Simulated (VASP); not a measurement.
Here is a VASP 6.6.1 calculation.

Contents of INCAR:

```
SYSTEM = Ba2IBrF2
AGGAC = 1.0
AGGAX = 1.0
ALDAC = 0.0
ALDAX = 1.0
ALGO = Normal
EDIFF = 1E-7
EDIFFG = -0.01
ENCUT = 600
GGA = B5
GGA_COMPAT = .False.
IBRION = 2
ISIF = 3
ISMEAR = 0
IVDW = 12
LASPH = .True.
LCHARG = .False.
LREAL = .False.
LWAVE = .False.
NELM = 120
NELMIN = 4
NSW = 80
PREC = Accurate
SIGMA = 0.02
VDW_A1 = 0.4298
VDW_A2 = 4.2359
VDW_S6 = 1.0
VDW_S8 = 2.6996
```

File KPOINTS:

```
k-points
0
Gamma
  4 4 2
  0 0 0
```

Contents of POSCAR:

```
Ba2IBrF2
1.0
    4.6233640000      0.0000000000      0.0000000000
    0.0000000000      4.6233640000      0.0000000000
    0.0000000000      0.0000000000      7.9913860000
Ba I Br F
2 1 1 2
Direct
    0.5000000000      0.5000000000      0.8273960000
    0.0000000000      0.0000000000      0.1851910000
    0.0000000000      0.0000000000      0.6413870000
    0.5000000000      0.5000000000      0.3400980000
    0.5000000000      0.0000000000      0.0029640000
    0.0000000000      0.5000000000      0.0029640000
```

Potentials or basis: VASP PAW PBE potentials, release 64 (Ba_sv, I, Br, F).

The run is started by

```bash
$ cat potpaw_PBE.64/Ba_sv/POTCAR potpaw_PBE.64/I/POTCAR potpaw_PBE.64/Br/POTCAR potpaw_PBE.64/F/POTCAR > POTCAR
$ mpirun -np 1 vasp_std > vasp.out
```

Task: Predict the dispersion energy per atom.

Result: -0.526 eV.

Task: Estimate the relaxed cell.

Result: a = 4.575 Å, b = 4.575 Å, c = 7.925 Å, α = 90.00°, β = 90.00°, γ = 90.00°.

Task: Predict the space group after relaxing (to 0.1 Å).

Result: P4mm (No. 99).

Task: What does it give for the relaxed volume?

Result: 27.65 Å³/atom.

Final structure:
```
Ba I Br F
1.0
     4.57491    0.00000    0.00000
     0.00000    4.57491    0.00000
     0.00000    0.00000    7.92517
Ba I Br F
2 1 1 2
Direct
  0.50000 0.50000 0.82452
  0.00000 0.00000 0.18941
  0.00000 0.00000 0.63641
  0.50000 0.50000 0.34290
  0.50000 0.00000 0.00338
  0.00000 0.50000 0.00338
```

Caveat: the PAW data sets were made with another functional, which shifts forces and pressure a little.
